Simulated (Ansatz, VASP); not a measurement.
## Sb in VASP and in Ansatz

```
Sb
1.0
     3.44510    0.00000    0.00000
    -1.72255    2.98355    0.00000
     0.00000    0.00000   11.82128
Sb
4
Direct
  0.00000 0.00000 0.00000
  0.00000 0.00000 0.50000
  0.33333 0.66667 0.25000
  0.66667 0.33333 0.75000
```

Alike in both runs: task single point; functional r2SCAN; k mesh 12 × 12 × 3; occupations fermi-dirac, width 0.1 eV; no spin polarisation.

|  | VASP | Ansatz |
| --- | --- | --- |
| version | VASP 6.6.1 | Ansatz 0.2.0 |
| potentials or method | VASP PAW PBE potentials, release 64 (Sb), cutoff 520 eV | plane waves (500 eV) with PAW, scalar-relativistic |
| valence electrons in the cell | 20 | 60 |

Ansatz gave:

```
pressure (GPa)                                                : -5.3
traceless stress, the component that is largest in VASP (GPa) : 0.15
```

Task: Estimate VASP's values.

Result: Pressure (GPa): -5.4; traceless stress, the component that is largest in VASP (GPa): 0.15.

VASP's potentials were made for PBE, not for r2SCAN. The functional is the same, so the differences come from potentials, cutoffs and numerics. VASP's potentials hold 20 valence electrons a cell and Ansatz's 60, so a difference there can come from the potentials and not from the codes.

Neither program's run includes spin-orbit coupling.
